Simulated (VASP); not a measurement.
# Al6N (Cm) in VASP: a series of runs

The runs below take Al6N through single point, with PBE.

Everything below comes from runs of VASP 6.6.1. Logs are shortened: lines on timing, memory, paths and dates and some standing lists are left out, and cuts for length are marked.

## 1. The cell of the first run

The structure is monoclinic, space group Cm (No. 8). Conventional cell: a = 5.239 Å, b = 8.772 Å, c = 4.980 Å, α = 90.00°, β = 108.52°, γ = 90.00°. Al (site symmetry m) has 1 N at 1.89 Å within 2.5 Å. Within 2.5 Å of Al (site symmetry 1) lie 1 N at 1.88 Å. Al (site symmetry 1) has 12 Al at 2.80 to 3.08 Å and 4 N at 3.40 to 3.51 Å within 3.7 Å. Within 2.5 Å of Al (site symmetry m) lie 1 N at 1.88 Å. Within 2.5 Å of N (site symmetry m) lie 4 Al at 1.88 to 1.89 Å.

## 2. Single point, PBE

Input file INCAR:

```
  PREC = Accurate
  ENCUT = 520
  EDIFF = 1E-6
  ISMEAR = 0
  SIGMA = 0.2
  LREAL = False
  LASPH = True
  NELM = 60
  ALGO = Normal
  ISIF = 2
  LWAVE = False
  LCHARG = False
  GGA = PE
  NBANDS = 20
```

Input file KPOINTS:

```
Automatic mesh
0
Gamma
  4 4 3
```

Input file POSCAR:

```
Al6N
1.0
    2.6142504354     -4.3860293337      0.1678661664
    2.6142504354      4.3860293337      0.1678661664
   -1.8812039036      0.0000000000      4.6110548987
Al N
6 1
Direct
    0.7297890238      0.7297890238      0.3410040851
    0.3923172676      0.0443122168      0.3484588742
    0.0443122168      0.3923172676      0.3484588742
    0.5606193872      0.8966600639      0.8392291326
    0.8966600639      0.5606193872      0.8392291326
    1.2050227301      1.2050227301      0.8155544465
    0.3489847406      0.3489847406      0.2125457448
```

Potentials or basis: VASP PAW PBE potentials, release 64 (Al, N).

Run with:

```bash
$ cat potpaw_PBE.64/Al/POTCAR potpaw_PBE.64/N/POTCAR > POTCAR
$ mpirun -np 1 vasp_std > vasp.out
```

OUTCAR:

```text
PREC = Accurate
   ENCUT = 520
   EDIFF = 1E-6
   ISMEAR = 0
   LREAL = False
   LASPH = True
   NELM = 60
   ISIF = 2
   GGA = PE

 ion  position               nearest neighbor table
   1  0.730  0.730  0.341-   7 1.89   6 2.84   2 2.86   3 2.86   4 2.89   5 2.89   4 2.90   5 2.90
                             2 2.97   3 2.97   2 3.09   3 3.09   6 3.14
   2  0.392  0.044  0.348-   7 1.88   4 2.80   6 2.80   1 2.86   4 2.91   3 2.94   3 2.94   1 2.97
                             5 2.98   5 3.00   6 3.04   3 3.05   1 3.09
   3  0.044  0.392  0.348-   7 1.88   5 2.80   6 2.80   1 2.86   5 2.91   2 2.94   2 2.94   1 2.97
                             4 2.98   4 3.00   6 3.04   2 3.05   1 3.09
   4  0.561  0.897  0.839-   2 2.80   1 2.89   1 2.90   2 2.91   6 2.92   6 2.93   5 2.95   3 2.98
                             5 2.99   5 2.99   3 3.00   6 3.08
   5  0.897  0.561  0.839-   3 2.80   1 2.89   1 2.90   3 2.91   6 2.92   6 2.93   4 2.95   2 2.98
                             4 2.99   4 2.99   2 3.00   6 3.08
   6  0.205  0.205  0.816-   7 1.88   3 2.80   2 2.80   1 2.84   5 2.92   4 2.92   5 2.93   4 2.93
                             2 3.04   3 3.04   5 3.08   4 3.08   1 3.14
   7  0.349  0.349  0.213-   6 1.88   3 1.88   2 1.88   1 1.89

  LATTYP: Found a base centered monoclinic cell.
 ALAT       =     5.2392687997
 B/A-ratio  =     1.6742906315
 C/A-ratio  =     0.9505211268
 COS(beta)  =    -0.3176405352

  Lattice vectors:

 A1 = (   2.6142504354,  -4.3860293337,   0.1678661664)
 A2 = (   2.6142504354,   4.3860293337,   0.1678661664)
 A3 = (  -1.8812039036,   0.0000000000,   4.6110548987)

Analysis of symmetry for initial positions (statically):
=====================================================================
 Subroutine PRICEL returns:
 Original cell was already a primitive cell.

 Routine SETGRP: Setting up the symmetry group for a
 base centered monoclinic supercell.

 Subroutine GETGRP returns: Found  2 space group operations
 (whereof  2 operations were pure point group operations)
 out of a pool of  4 trial point group operations.

The static configuration has the point symmetry C_1h.

Analysis of symmetry for dynamics (positions and initial velocities):
=====================================================================
 Subroutine PRICEL returns:
 Original cell was already a primitive cell.

 Routine SETGRP: Setting up the symmetry group for a
 base centered monoclinic supercell.

 Subroutine GETGRP returns: Found  2 space group operations
 (whereof  2 operations were pure point group operations)
 out of a pool of  4 trial point group operations.

The dynamic configuration has the point symmetry C_1h.

 Subroutine INISYM returns: Found  2 space group operations
 (whereof  2 operations are pure point group operations),
 and found     1 'primitive' translations

----------------------------------------------------------------------------------------

                                     Primitive cell

  volume of cell :     108.5125

  direct lattice vectors                    reciprocal lattice vectors
     2.614250435 -4.386029334  0.167866166     0.186376896 -0.113998326  0.076037469
     2.614250435  4.386029334  0.167866166     0.186376896  0.113998326  0.076037469
    -1.881203904  0.000000000  4.611054899    -0.013570159  0.000000000  0.211333802

  length of vectors
     5.108790239  5.108790239  4.980035683     0.231330202  0.231330202  0.211769037

  position of ions in fractional coordinates (direct lattice)
     0.729789024  0.729789024  0.341004085
     0.392317268  0.044312217  0.348458874
     0.044312217  0.392317268  0.348458874
     0.560619387  0.896660064  0.839229133
     0.896660064  0.560619387  0.839229133
     0.205022730  0.205022730  0.815554447
     0.348984741  0.348984741  0.212545745

  ion indices of the primitive-cell ions
   primitive index   ion index
                 1           1
                 2           2
                 3           3
                 4           4
                 5           5
                 6           6
                 7           7

----------------------------------------------------------------------------------------

 KPOINTS: Automatic mesh

Automatic generation of k-mesh.
 Grid dimensions read from file:
 generate k-points for:    4    4    3

 Generating k-lattice:

  Cartesian coordinates                     Fractional coordinates (reciprocal lattice)
     0.046594224 -0.028499581  0.019009367     0.250000000 -0.000000000  0.000000000
     0.046594224  0.028499581  0.019009367    -0.000000000  0.250000000  0.000000000
    -0.004523386  0.000000000  0.070444601     0.000000000  0.000000000  0.333333333

  Length of vectors
     0.057832550  0.057832550  0.070589679

  Shift w.r.t. Gamma in fractional coordinates (k-lattice)
     0.000000000  0.000000000  0.000000000

 Subroutine IBZKPT returns following result:
 ===========================================

 Found     17 irreducible k-points:

 Following reciprocal coordinates:
            Coordinates               Weight
  0.000000  0.000000  0.000000      1.000000
  0.250000  0.000000  0.000000      4.000000
  0.500000  0.000000  0.000000      2.000000
  0.250000  0.250000  0.000000      2.000000
  0.500000  0.250000  0.000000      4.000000
 -0.250000  0.250000  0.000000      2.000000
[... 9 lines left out ...]
 -0.250000  0.500000  0.333333      4.000000
 -0.250000 -0.250000  0.333333      2.000000
   k-points           NKPTS =     17   k-points in BZ     NKDIM =     17   number of bands    NBANDS=     20
   number of dos      NEDOS =    301   number of ions     NIONS =      7
   total plane-waves  NPLWV =  64000
   dimension x,y,z NGX =    40 NGY =   40 NGZ =   40
   dimension x,y,z NGXF=    80 NGYF=   80 NGZF=   80
   ions per type =               6   1
   NGX,Y,Z   is equivalent  to a cutoff of  13.02, 13.02, 13.35 a.u.
   NGXF,Y,Z  is equivalent  to a cutoff of  26.03, 26.03, 26.71 a.u.
 SYSTEM =  unknown system
   PREC   = accura    normal or accurate (medium, high low for compatibility)
   ISTART =      0    job   : 0-new  1-cont  2-samecut
   ICHARG =      2    charge: 1-file 2-atom 10-const
   ISPIN  =      1    spin polarized calculation?
   LNONCOLLINEAR =      F non collinear calculations
   LSORBIT =      F    spin-orbit coupling
   LASPH  =      T    aspherical Exc in radial PAW
   ENCUT  =  520.0 eV  38.22 Ry    6.18 a.u.   9.50  9.50  9.26*2*pi/ulx,y,z
   NELM   =     60;   NELMIN=  2; NELMDL= -5     # of ELM steps
   EDIFF  = 0.1E-05   stopping-criterion for ELM
   LREAL  =      F    real-space projection
   EDIFFG = 0.1E-04   stopping-criterion for IOM
   NSW    =      0    number of steps for IOM
   IBRION =     -1    ionic relax: 0-MD 1-quasi-New 2-CG
   NFREE  =      0    steps in history (QN), initial steepest desc. (CG)
   ISIF   =      2    stress and relaxation
   ISYM   =      2    0-nonsym 1-usesym 2-fastsym
   POTIM  = 0.5000    time-step for ionic-motion
   TEBEG  =    0.0;   TEEND  =   0.0 temperature during run
   PSTRESS=    0.0 pullay stress
   NELECT =      23.0000    total number of electrons
   NUPDOWN=      -1.0000    fix difference up-down
   EMIN   =  10.00;   EMAX   =-10.00  energy-range for DOS
   EFERMI =   0.00;   METHOD = LEGACY
   ISMEAR =     0;   SIGMA  =   0.20  broadening in eV -4-tet -1-fermi 0-gaus
   EFERMI_NEDOS =   21; number of points for ismear=-14 and -15
   IALGO  =     38    algorithm
   IMIX   =      4    mixing-type and parameters
     AMIX     =   0.40;   BMIX     =  1.00
     AMIX_MAG =   1.60;   BMIX_MAG =  1.00
  volume/ion in A,a.u.               =      15.50       104.61
  Fermi-wavevector in a.u.,A,eV,Ry     =   0.976092  1.844547 12.963033  0.952756
  Thomas-Fermi vector in A             =   2.106684
   LORBIT       =      0    0 simple, 1 ext, 2 COOP (PROOUT), +10 PAW based schemes
   GGA     = PE    functional components
   LHFCALC =     F    Hartree Fock is set to
   AEXX    =    0.0000 exact exchange contribution
   IVDW    =     0    specifies the selected vdW correction
   LEPSILON=     F    determine dielectric tensor
   LRPA    =     F    only Hartree local field effects (RPA)
 non-spin polarized calculation
 Gauss-broadening in eV      SIGMA  =   0.20
  energy-cutoff  :      520.00
  volume of cell :      108.51
 maximum number of plane-waves:      2939
 NGX is ok and might be reduce to    40

 number of electron      23.0000001 magnetization

 Free energy of the ion-electron system (eV)
  ---------------------------------------------------
  ext. energy  EPLUGINS =         0.00000000
  ---------------------------------------------------
  free energy    TOTEN  =       -31.84576395 eV

  energy without entropy =      -31.81708385  energy(sigma->0) =      -31.83142390

 E-fermi :   7.5446     XC(G=0): -10.1784

 val. band max:        7.4177785898   @ k =   0.5000   0.5000   0.3333
 cond. band min:       7.5710012232   @ k =  -0.2500   0.2500   0.3333
 fundamental gap:      0.1532226334
 Fermi energy:         7.5445655623

 k-point     1 :       0.0000    0.0000    0.0000
  band No.  band energies     occupation
      1      -8.3226      2.00000
      2      -1.7336      2.00000
      3       1.3093      2.00000
      4       1.6251      2.00000
      5       1.7004      2.00000
      6       3.6944      2.00000
[... 12 lines left out ...]
     19      13.1501      0.00000
     20      13.3238      0.00000

 k-point     2 :       0.2500    0.0000    0.0000
  band No.  band energies     occupation
      1      -8.2670      2.00000
      2      -1.6876      2.00000
      3       1.0834      2.00000
      4       1.2504      2.00000
      5       1.4884      2.00000
      6       2.8735      2.00000
[... 12 lines left out ...]
     19      11.9242      0.00000
     20      12.4227      0.00000
[... 304 lines left out ...]
      3      -0.2029      2.00000
      4       0.1935      2.00000
      5       1.5786      2.00000
      6       2.8358      2.00000
[... 12 lines left out ...]
     19      12.8068      0.00000
     20      13.1998      0.00000

 k-point    17 :      -0.2500   -0.2500    0.3333
  band No.  band energies     occupation
      1      -8.1834      2.00000
      2      -1.2069      2.00000
      3       0.5919      2.00000
      4       0.6418      2.00000
      5       1.6637      2.00000
      6       1.7452      2.00000
[... 12 lines left out ...]
     19      13.6928      0.00000
     20      13.9026      0.00000

------------------------ aborting loop because EDIFF is reached ----------------------------------------

  FORCE on cell =-STRESS in cart. coord.  units (eV):
  Direction    XX          YY          ZZ          XY          YZ          ZX
  --------------------------------------------------------------------------------------
  -------------------------------------------------------------------------------------
  Total       -0.2048218      0.3989167     -0.1514104      0.0000000      0.0000000     -0.2039688
  in kB       -3.0241756      5.8899694     -2.2355610      0.0000000      0.0000000     -3.0115808
  external PRESSURE =       0.2100776 kB  Pullay stress =       0.0000000 kB

 VOLUME and BASIS-vectors are now :
 -----------------------------------------------------------------------------
  energy-cutoff  :      520.00
  volume of cell :      108.51
      direct lattice vectors                 reciprocal lattice vectors
     2.614250435 -4.386029334  0.167866166     0.186376896 -0.113998326  0.076037469
     2.614250435  4.386029334  0.167866166     0.186376896  0.113998326  0.076037469
    -1.881203904  0.000000000  4.611054899    -0.013570159  0.000000000  0.211333802

 POSITION                                       TOTAL-FORCE (eV/Angst)
 -----------------------------------------------------------------------------------
      3.17420      0.00000      1.81740        -0.003375      0.000000      0.014752
      0.48594     -1.52636      1.68006        -0.006855     -0.007297      0.006449
      0.48594      1.52636      1.68006        -0.006855      0.007297      0.006449
      2.23093      1.47388      4.11436        -0.006052      0.006856     -0.010815
      2.23093     -1.47388      4.11436        -0.006052     -0.006856     -0.010815
     -0.46226      0.00000      3.82940         0.025525      0.000000      0.005322
      1.42483      0.00000      1.09723         0.003664      0.000000     -0.011342
 -----------------------------------------------------------------------------------
    total drift:                                0.000002      0.000000      0.000218

  FREE ENERGIE OF THE ION-ELECTRON SYSTEM (eV)
  ---------------------------------------------------
  free  energy   TOTEN  =       -31.8457639477 eV

  energy  without entropy=      -31.8170838493  energy(sigma->0) =      -31.83142390
```

It took 27 s on 1 thread of AMD EPYC 9R45 (Zen 5), shared host; peak memory 0.21 GiB.

What came out:

```yaml
Free_energy: -31.8458 eV
Pressure: 0.0 GPa
Largest_force: 0.026 eV/Å
```

Forces in eV/Å, atoms in the order of the input:
```
Al  -0.003  0.000  0.015
Al  -0.007 -0.007  0.006
Al  -0.007  0.007  0.006
Al  -0.006  0.007 -0.011
Al  -0.006 -0.007 -0.011
Al   0.026  0.000  0.005
N    0.004  0.000 -0.011
```

Stress tensor (GPa, compression positive):
```
-0.30  0.00 -0.30
 0.00  0.59  0.00
-0.30  0.00 -0.22
```

Levels at points of the mesh, in eV from the Fermi level:
| k point | band 9 | band 10 | band 11 | band 12 | band 13 | band 14 |
| --- | --- | --- | --- | --- | --- | --- |
| (0.00, 0.00, 0.00) | -2.91 | -2.38 | -1.51 | -1.49 | 0.08 | 0.25 |
| (0.50, 0.00, 0.00) | -2.31 | -1.84 | -0.50 | 0.25 | 1.46 | 1.63 |
| (0.50, 0.50, 0.00) | -2.63 | -2.28 | -1.50 | -0.49 | 1.34 | 2.02 |

Caveat: the k points lie up to 0.44 Å⁻¹ apart.

## 3. Single point, PBE

This run uses another cell than the first one, of the same volume but with other edges.

Input file INCAR:

```
PREC = Accurate
ENCUT = 520
EDIFF = 1E-7
ISMEAR = 0
SIGMA = 0.1
LREAL = False
LASPH = True
NELM = 100
ALGO = Normal
ISIF = 2
LWAVE = False
LCHARG = True
GGA = PE
LELF = True
LVHAR = True
NBANDS = 20
```

Input file KPOINTS:

```
regular mesh
0
Gamma
  8 8 8
```

Input file POSCAR:

```
Al6N
1.0
    2.5364320053     -4.4233787927     -0.0266120439
    2.5364320053      4.4233787927     -0.0266120439
   -1.5795901865      0.0000000000      4.8535710122
Al N
6 1
Direct
    0.7366092734      0.7366092734      0.3509916585
    0.3926897930      0.0446743666      0.3471157182
    0.0446743666      0.3926897930      0.3471157182
    0.5526183076      0.8963603146      0.8339628355
    0.8963603146      0.5526183076      0.8339628355
    0.2096726200      0.2096726200      0.8214027555
    0.3450807548      0.3450807548      0.2099287686
```

Potentials or basis: VASP PAW PBE potentials, release 64 (Al, N).

Run with:

```bash
$ cat potpaw_PBE.64/Al/POTCAR potpaw_PBE.64/N/POTCAR > POTCAR
$ mpirun -np 1 vasp_std > vasp.out
```

It took 3.4 min on 1 thread of Intel Xeon Platinum 8559C (Emerald Rapids), shared host; peak memory 0.41 GiB.

It converged, with:

* Free energy: -31.8305 eV
* Pressure: -0.1 GPa

Forces in eV/Å, atoms in the order of the input:
```
Al  -0.002  0.000 -0.001
Al   0.001  0.002 -0.001
Al   0.001 -0.002 -0.001
Al   0.000  0.001  0.000
Al   0.000 -0.001  0.000
Al  -0.001  0.000  0.002
N   -0.001  0.000  0.001
```

Levels at points of the mesh, in eV from the Fermi level:
| k point | band 8 | band 9 | band 10 | band 11 | band 12 | band 13 | band 14 | band 15 |
| --- | --- | --- | --- | --- | --- | --- | --- | --- |
| (0.00, 0.00, 0.00) | -2.86 | -2.60 | -2.41 | -1.57 | -1.41 | 0.02 | 0.20 | 0.43 |
| (0.50, 0.00, 0.00) | -2.77 | -2.48 | -1.87 | -0.66 | 0.16 | 1.43 | 1.70 | 2.72 |
| (0.50, 0.50, 0.00) | -2.81 | -2.66 | -2.62 | -1.60 | -0.33 | 1.38 | 1.92 | 2.87 |
| (0.00, 0.00, 0.50) | -2.76 | -2.37 | -1.83 | -1.72 | -0.04 | 0.01 | 0.65 | 1.02 |
| (0.50, 0.00, 0.50) | -3.44 | -2.81 | -1.57 | -0.27 | 0.26 | 2.25 | 2.63 | 2.90 |
| (0.50, 0.50, 0.50) | -2.85 | -2.43 | -2.24 | 0.45 | 0.94 | 2.22 | 2.98 | 3.10 |
